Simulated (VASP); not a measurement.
# BeAl15N16 (a cell with a defect) in VASP: a series of runs, part 2 of 2

VASP 6.6.1. The steps go on from the part before.

### Step 4. Single point, PBE, collinear spin

Contents of INCAR:

```
SYSTEM = BeAl15N16
ALGO = Normal
EDIFF = 1E-6
ENCUT = 520
GGA = PE
ISIF = 2
ISMEAR = 0
ISPIN = 2
LASPH = .True.
LCHARG = .True.
LELF = .True.
LORBIT = 11
LREAL = Auto
LVHAR = .True.
LWAVE = .False.
MAGMOM = 0 0 0 0 0 0 0 0.01 0 0 0 0 0 0 0 0 0.07 0.03 0.07 0.49 0.1 0.04 0.11 0.05 0.2 0.07 0.07 0.04 0.04 0.09 0.06 0.09
NBANDS = 90
NELECT = 126.0
NELM = 150
NUPDOWN = 2.0
PREC = Accurate
SIGMA = 0.01
```

Contents of KPOINTS:

```
Automatic mesh
0
Gamma
  1 1 1
  0.25 0.25 0.25
```

Contents of POSCAR:

```
BeAl15N16
1.0
    6.2595139092      0.0000000618      0.0000000000
   -3.1297570081      5.4208980298      0.0000000000
    0.0000000000      0.0000000000     10.0348065900
Al Be N
15 1 16
Direct
    0.3336877681      0.1653496017      0.2517696971
    0.3368287503      0.1637494254      0.7476025275
    0.1679188825      0.3330745094      0.9986570807
    0.3316703422      0.6629375882      0.2518267904
    0.1644590368      0.8332145382      0.4981041597
    0.3360066605      0.6717979501      0.7462381309
    0.1672848046      0.8338798657      1.0001447838
    0.8377978869      0.1666007435      0.2496502117
    0.6656282350      0.3349761569      0.4989711437
    0.8294746687      0.1649891186      0.7479548225
    0.6669305961      0.3327405359      0.9996927974
    0.8350732986      0.6649735639      0.2503496104
    0.6639814611      0.8298874242      0.4973002010
    0.8343461697      0.6656855155      0.7492033969
    0.6681194204      0.8341343230      0.9993236569
    0.1728398905      0.3340737698      0.4689995547
    0.3270491595      0.1739159029      0.4427374359
    0.1700839907      0.3311346959      0.1893318027
    0.3334805399      0.1674095476      0.9395262077
    0.1687114015      0.3324066396      0.7033324877
    0.3241572915      0.6553288992      0.4438055865
    0.1700209724      0.8314067327      0.1908206817
    0.3347907480      0.6695085130      0.9393150092
    0.1680222243      0.8321669186      0.6896150132
    0.8423464191      0.1735217030      0.4441641230
    0.6695969337      0.3302817951      0.1915823883
    0.8330110127      0.1682957834      0.9398264130
    0.6691597371      0.3328748222      0.6895475690
    0.8314811422      0.6679280487      0.4397106098
    0.6682246637      0.8307015030      0.1921833047
    0.8331324894      0.6683782600      0.9408406420
    0.6700552426      0.8326644688      0.6905191218
```

Potentials or basis: VASP PAW PBE potentials, release 64 (Al, Be, N).

Command:

```console
$ cat potpaw_PBE.64/Al/POTCAR potpaw_PBE.64/Be/POTCAR potpaw_PBE.64/N/POTCAR > POTCAR
$ mpirun -np 1 vasp_std > vasp.out
```

OUTCAR:

```text
SYSTEM = BeAl15N16
   EDIFF = 1E-6
   ENCUT = 520
   GGA = PE
   ISIF = 2
   ISMEAR = 0
   ISPIN = 2
   LASPH = .True.
   LORBIT = 11
   LREAL = Auto
   NELECT = 126.0
   NELM = 150
   NUPDOWN = 2.0
   PREC = Accurate

 ion  position               nearest neighbor table
   1  0.334  0.165  0.252-  18 1.89  22 1.91  17 1.92  26 1.92  16 2.82   5 3.06   9 3.06   7 3.10
                             8 3.11  11 3.11   3 3.12   4 3.12  12 3.13  12 3.13   4 3.14   8 3.15
   2  0.337  0.164  0.748-  20 1.88  24 1.89  28 1.89  19 1.93   9 3.07   6 3.08   5 3.08  10 3.08
                            11 3.10   7 3.10   3 3.12  14 3.13  14 3.13  10 3.18   6 3.18
   3  0.168  0.333  0.999-  19 1.89  27 1.91  18 1.91  23 1.92   8 3.09   4 3.11  10 3.11   2 3.12
                             1 3.12   7 3.12  11 3.12  15 3.13   6 3.13  15 3.13  11 3.13   7 3.14
   4  0.332  0.663  0.252-  22 1.89  18 1.91  30 1.92  21 1.93  16 2.82  13 3.05   5 3.07   8 3.10
                             3 3.11   7 3.11  12 3.11   1 3.12  15 3.12   1 3.14  12 3.14   8 3.16
   5  0.164  0.833  0.498-  29 1.90  21 1.91  24 1.92  17 1.93   1 3.06  12 3.06   4 3.07   6 3.08
                             2 3.08  14 3.09   9 3.12  13 3.12  13 3.14   9 3.14
   6  0.336  0.672  0.746-  24 1.87  20 1.89  32 1.90  23 1.94  13 3.07   5 3.08   2 3.08  10 3.09
                            15 3.11   7 3.12  14 3.12   3 3.13  14 3.14  10 3.17   2 3.18
   7  0.167  0.834  0.000-  23 1.90  31 1.91  19 1.91  22 1.91  12 3.09  14 3.10   1 3.10   2 3.10
                             4 3.11   6 3.12   3 3.12  11 3.13  15 3.13  15 3.13  11 3.13   3 3.14
   8  0.838  0.167  0.250-  26 1.89  18 1.90  30 1.91  25 1.95  16 2.85  13 3.08   3 3.09  15 3.09
                             4 3.10  11 3.10   1 3.11   9 3.11  12 3.13  12 3.13   1 3.15   4 3.16
   9  0.666  0.335  0.499-  29 1.90  28 1.91  25 1.91  17 1.92   1 3.06   2 3.07  12 3.07  10 3.09
                            14 3.09  13 3.10   8 3.11   5 3.12   5 3.14  13 3.16
  10  0.829  0.165  0.748-  28 1.87  32 1.89  20 1.89  27 1.93   2 3.08   9 3.09   6 3.09  15 3.10
                            11 3.10  13 3.10   3 3.11  14 3.12  14 3.14   6 3.17   2 3.18
  11  0.667  0.333  1.000-  27 1.89  19 1.91  31 1.91  26 1.93  12 3.09  14 3.09  10 3.10   2 3.10
                             8 3.10   1 3.11   3 3.12  15 3.12   7 3.13   7 3.13  15 3.13   3 3.13
[... 751 lines left out ...]
      4      -8.1049      1.00000
      5      -7.8417      1.00000
      6      -7.7380      1.00000
[... 457 lines left out ...]
     74      12.6100      0.00000
     75      12.7808      0.00000
 [bands above 75 left out]

------------------------ aborting loop because EDIFF is reached ----------------------------------------

  FORCE on cell =-STRESS in cart. coord.  units (eV):
  Direction    XX          YY          ZZ          XY          YZ          ZX
  --------------------------------------------------------------------------------------
  -------------------------------------------------------------------------------------
  Total      -13.8333647    -15.9622436    -11.2567805     -1.8035869      0.2694651      0.1237544
  in kB      -65.0904921    -75.1075615    -52.9668231     -8.4864644      1.2679213      0.5823050
  external PRESSURE =     -64.3882922 kB  Pullay stress =       0.0000000 kB

 VOLUME and BASIS-vectors are now :
 -----------------------------------------------------------------------------
  energy-cutoff  :      520.00
  volume of cell :      340.50
      direct lattice vectors                 reciprocal lattice vectors
     6.259513909  0.000000062  0.000000000     0.159756813  0.092235641  0.000000000
    -3.129757008  5.420898030  0.000000000    -0.000000002  0.184471279  0.000000000
     0.000000000  0.000000000 10.034806590     0.000000000  0.000000000  0.099653141

 POSITION                                       TOTAL-FORCE (eV/Angst)
 -----------------------------------------------------------------------------------
      1.57122      0.89634      2.52646         0.109794      0.018047     -0.090814
      1.59589      0.88767      7.50205         0.129752     -0.074879     -0.027707
      0.00865      1.80556     10.02133        -0.115309      0.193988      0.019780
      0.00126      3.59372      2.52703         0.226432     -0.053382     -0.073888
     -1.57833      4.51677      4.99838        -0.132540      0.038875      0.021643
      0.00067      3.64175      7.48836         0.225822     -0.036235      0.118693
[... 24 lines left out ...]
      3.12314      3.62321      9.44115         0.191569     -0.167866     -0.025888
      1.58818      4.51379      6.92923        -0.236010      0.045805     -0.098258
 -----------------------------------------------------------------------------------
    total drift:                                0.003065      0.001187      0.015520

  FREE ENERGIE OF THE ION-ELECTRON SYSTEM (eV)
  ---------------------------------------------------
  free  energy   TOTEN  =      -243.1962023807 eV

  energy  without entropy=     -243.1962023807  energy(sigma->0) =     -243.19620238

 total charge

# of ion       s       p       d       tot
------------------------------------------
    1        0.371   0.419   0.000   0.790
    2        0.373   0.429   0.000   0.802
    3        0.369   0.420   0.000   0.789
    4        0.371   0.418   0.000   0.789
    5        0.370   0.415   0.000   0.785
    6        0.373   0.429   0.000   0.802
[... 24 lines left out ...]
   31        1.232   2.590   0.000   3.822
   32        1.233   2.592   0.000   3.825
--------------------------------------------------
tot         25.719  48.112   0.000  73.831

 magnetization (x)

# of ion       s       p       d       tot
------------------------------------------
    1       -0.000   0.004   0.000   0.004
    2       -0.003  -0.001   0.000  -0.004
    3        0.001   0.001   0.000   0.001
    4       -0.000   0.005   0.000   0.004
    5       -0.001   0.001   0.000  -0.001
    6       -0.003  -0.001   0.000  -0.004
[... 24 lines left out ...]
   31        0.001   0.046   0.000   0.047
   32        0.001   0.062   0.000   0.063
--------------------------------------------------
tot          0.018   1.383   0.000   1.401
```

It took 8.9 min on 1 thread of Intel Xeon Platinum 8559C (Emerald Rapids), shared host; peak memory 0.72 GiB.

What came out:

```yaml
Free_energy: -243.1962 eV
Largest_force: 0.401 eV/Å
Net_moment: 2.00 μB per cell
Site_moments: Al +0.00, -0.00, +0.01 (each value once); Be +0.00; N +0.09, +0.03, +0.07, +0.42, +0.10, +0.04, +0.14, +0.06, +0.05 (each value once) μB
Valence_electrons_inside_the_program's_atomic_spheres: Al 0.79, 0.80 (each value once); Be 1.02; N 3.79, 3.83, 3.82, 3.72, 3.78, 3.81, 3.84, 3.75 (each value once)
```

Forces in eV/Å, atoms in the order of the input:
```
Al   0.110  0.018 -0.091
Al   0.130 -0.075 -0.028
Al  -0.115  0.194  0.020
Al   0.226 -0.053 -0.074
Al  -0.133  0.039  0.022
Al   0.226 -0.036  0.119
Al  -0.015 -0.018 -0.078
Al   0.091 -0.080  0.199
Al   0.060  0.078 -0.149
Al   0.162 -0.132 -0.074
Al  -0.087  0.159  0.033
Al   0.059 -0.029  0.011
Al  -0.013  0.282  0.091
Al   0.094  0.031  0.014
Al  -0.147  0.024  0.075
Be  -0.400 -0.005 -0.026
N    0.157 -0.144  0.133
N   -0.180  0.082 -0.028
N    0.175 -0.099 -0.028
N   -0.128  0.071 -0.004
N    0.254 -0.031 -0.027
N   -0.209  0.089  0.088
N    0.048 -0.137 -0.017
N   -0.214  0.104 -0.005
N    0.214 -0.183 -0.079
N   -0.232  0.059 -0.024
N    0.143 -0.127 -0.007
N   -0.212  0.078  0.120
N    0.178 -0.146  0.014
N   -0.197  0.111 -0.073
N    0.192 -0.168 -0.026
N   -0.236  0.046 -0.098
```

Caveat: the k points lie up to 0.58 Å⁻¹ apart; the cell carries a net charge on a neutralising background, which shifts energy and pressure; the cell is charged against a uniform background, so pressure and absolute levels hang on convention; the total moment is fixed, so each spin has its own Fermi level and the state may be an excited one.
